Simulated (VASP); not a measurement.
Set up this calculation in VASP 6.6.1, as the native input.

```yaml
Task: single point
Functional: PBE
Potentials_or_basis: VASP PAW PBE potentials, release 64 (Al)
Cutoff: 520 eV
k_mesh: 22 × 22 × 22
Occupations: gaussian, width 0.15 eV
Spin: no spin polarisation
Dipole_correction: no
Further_INCAR_settings: ALGO = Fast; EDIFF = 1e-06; NBANDS = 8
```

The structure of Al lies in POSCAR:

```
Al
1.0
    0.0000000000      2.0810232911      1.9145414278
    2.0810232911      0.0000000000      1.9145414278
    2.0810232911      2.0810232911      0.0000000000
Al
1
Direct
    0.0000000000      0.0000000000      0.0000000000
```

This cell differs from its parent crystal: ratio of the length along z to the lengths across it x 0.92, volume and fractional coordinates fixed.

The input as run:

INCAR

```
PREC = Accurate ; ENCUT = 520
EDIFF = 1E-6 ; ISMEAR = 0
SIGMA = 0.15 ; LREAL = F
LASPH = T ; NELM = 80
ALGO = Fast ; ISIF = 2
LWAVE = F ; LCHARG = F
GGA = PE ; NBANDS = 8
```

KPOINTS

```
Automatic mesh
0
Gamma
  22 22 22
```

Potentials or basis: VASP PAW PBE potentials, release 64 (Al).

The run is started by

```console
$ cat potpaw_PBE.64/Al/POTCAR > POTCAR
$ mpirun -np 1 vasp_std > vasp.out
```

It gave:

- Pressure: 0.0 GPa

Run time: 39 s on 1 thread of Intel(R) Xeon(R) 6975P-C (Granite Rapids) (shared host), peak memory 0.21 GiB.
